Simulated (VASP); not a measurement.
The system is Na2Nb.

```xyz
6
Lattice="-3.2676 3.2676 2.7199 3.2676 -3.2676 2.7199 3.2676 3.2676 -2.7199" Properties=species:S:1:pos:R:3 pbc="T T T"
Na    1.0914    4.3589    0.0000
Na    2.1762    1.0914    0.0000
Na    2.1762   -1.0914    2.7199
Na    1.0914    2.1762    2.7199
Nb    0.0000    0.0000    1.3600
Nb    0.0000    0.0000    4.0799
```

```yaml
Program: VASP 6.6.1
Task: relaxation of cell and atoms
Functional: PBE
Potentials_or_basis: VASP PAW PBE potentials, release 64 (Na_pv, Nb_sv)
Cutoff: 600 eV
k_mesh: 4 × 4 × 4
Occupations: gaussian, width 0.1 eV
Spin: no spin polarisation
```

At the start: pressure 16.6 GPa; volume 19.36 Å³/atom.

Where does the relaxation end?

Over 13 steps the energy falls by 754.0 meV/atom and the volume is 29.29 Å³/atom (+51.3 %); space group I4/mcm (No. 140, to 0.1 Å) before and after.

Step by step:
```
step  energy change (eV)  largest force (eV/Å)  pressure (GPa)  volume (Å³)
   1              0.0000                1.1584           16.63       116.16
   2             -2.5748                0.3384            1.64       152.96
   3             -2.8393                0.1014           -2.26       172.15
   4             -3.9915                0.0020           -1.91       171.89
   5             -4.4671                0.0880            1.86       169.11
   6             -4.5099                0.0662            0.15       169.93
   7             -4.5121                0.0711            0.42       169.73
   8             -4.5108                0.0744            0.61       169.60
   9             -4.5156                0.0768           -0.19       173.03
  10             -4.5164                0.0762            0.00       172.07
  11             -4.5191                0.0695            0.05       172.80
  12             -4.5236                0.0476           -0.03       175.00
  13             -4.5240                0.0399           -0.05       175.72
```

Final structure:
```cif
data_structure
_symmetry_space_group_name_H-M 'P 1'
_symmetry_Int_Tables_number 1
_cell_length_a 6.5379
_cell_length_b 6.5379
_cell_length_c 6.5379
_cell_angle_alpha 97.518
_cell_angle_beta 97.518
_cell_angle_gamma 137.589
_cell_volume 175.72
loop_
_atom_site_label
_atom_site_type_symbol
_atom_site_fract_x
_atom_site_fract_y
_atom_site_fract_z
_atom_site_occupancy
Na1 Na 0.65784 0.15784 0.81567 1
Na2 Na 0.15784 0.34216 0.50000 1
Na3 Na 0.34216 0.84216 0.18433 1
Na4 Na 0.84216 0.65784 0.50000 1
Nb1 Nb 0.25000 0.25000 0.00000 1
Nb2 Nb 0.75000 0.75000 0.00000 1
```

Caveat: the k points lie up to 0.38 Å⁻¹ apart in the final cell, too coarse for converged energies and pressures of a metal; the volume moved by over 15 % at a fixed basis, so the end points are rough.
